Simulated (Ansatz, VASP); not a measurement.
# W in VASP and in Ansatz

```
W
1.0
     5.27767   -0.13936   -0.23360
    -0.14099    5.27779   -0.23043
    -0.21027   -0.21410    6.24806
W
10
Direct
  0.04897 0.66723 0.28280
  0.56896 0.51218 0.14730
  0.64754 0.26581 0.73940
  0.34862 0.96606 0.01106
  0.21615 0.49997 0.78278
  0.29473 0.25360 0.37488
  0.06111 0.01999 0.64726
  0.80258 0.74579 0.87492
  0.81473 0.09854 0.23938
  0.51507 0.79971 0.51112
```

Alike in both runs: functional PBE; k mesh 4 × 4 × 4; occupations gaussian, width 0.1 eV; no spin polarisation.

Ansatz relaxed the structure, and its values are those at the end. VASP's run is a single point on that final structure, the one shown.

```csv
,VASP,Ansatz
version,VASP 6.6.1,Ansatz 0.2.0
potentials or method,"VASP PAW PBE potentials, release 64 (W_sv), cutoff 520 eV","scalar-relativistic, plane waves, PAW"
valence electrons in the cell,140,140
```

```tsv
	VASP	Ansatz	Ansatz less VASP
gap on the k mesh at the Fermi level (eV)	none	none	-
rms of the force components (eV/Å)	0.007	0.005	-0.0017
```

A gap of «none» marks a metal or a gap that the smearing closes. With one functional, cell and mesh, what is left measures potentials, basis and numerics.

Neither program's run includes spin-orbit coupling.
